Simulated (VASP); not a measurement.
A run of VASP 6.6.1 is set up as follows.

The input INCAR:

```
ALGO = Normal ; EDIFF = 1E-7
EDIFFG = -0.04 ; ENCUT = 840
GGA = PE ; GGA_COMPAT = F
IBRION = 2 ; ISIF = 3
ISMEAR = 0 ; LASPH = T
LCHARG = F ; LREAL = F
LWAVE = F ; NELM = 120
NELMIN = 4 ; NSW = 90
PREC = Accurate ; SIGMA = 0.1
```

The input KPOINTS:

```
k-points
0
Gamma
  6 6 2
```

Contents of POSCAR:

```
Mg3ZrN
1.0
    3.4594675400      0.0000000000      0.0000000000
   -1.7297337700      2.9959867700      0.0000000000
    0.0000000000      0.0000000000      8.9970919700
Mg Zr N
3 1 1
Direct
    0.3333333300      0.6666666700      0.3864852200
    0.6666666700      0.3333333300      0.3864852200
    0.0000000000      0.0000000000      0.3870602500
    0.0000000000      0.0000000000      0.0405410300
    0.0000000000      0.0000000000      0.7997146200
```

Potentials or basis: VASP PAW PBE potentials, release 64 (Mg_sv, Zr_sv, N).

Run with:

```sh
$ cat potpaw_PBE.64/Mg_sv/POTCAR potpaw_PBE.64/Zr_sv/POTCAR potpaw_PBE.64/N/POTCAR > POTCAR
$ mpirun -np 1 vasp_std > vasp.out
```

Question: What does it give for the relaxed cell?

Answer: a = 4.659 Å, b = 4.659 Å, c = 7.459 Å, α = 90.00°, β = 90.00°, γ = 120.00°.

Question: Predict the band gap on the k mesh.

Answer: Zero (an odd number of electrons rules out a gap without spin polarisation).

Final structure:
```
Mg Zr N
1.0
     4.65914    0.00000    0.00000
    -2.32957    4.03494    0.00000
     0.00000    0.00000    7.45895
Mg Zr N
3 1 1
Cartesian
  0.0000 2.6900 2.2216
  2.3296 1.3450 2.2216
  0.0000 0.0000 4.0769
  0.0000 0.0000 0.3703
  0.0000 0.0000 6.0296
```
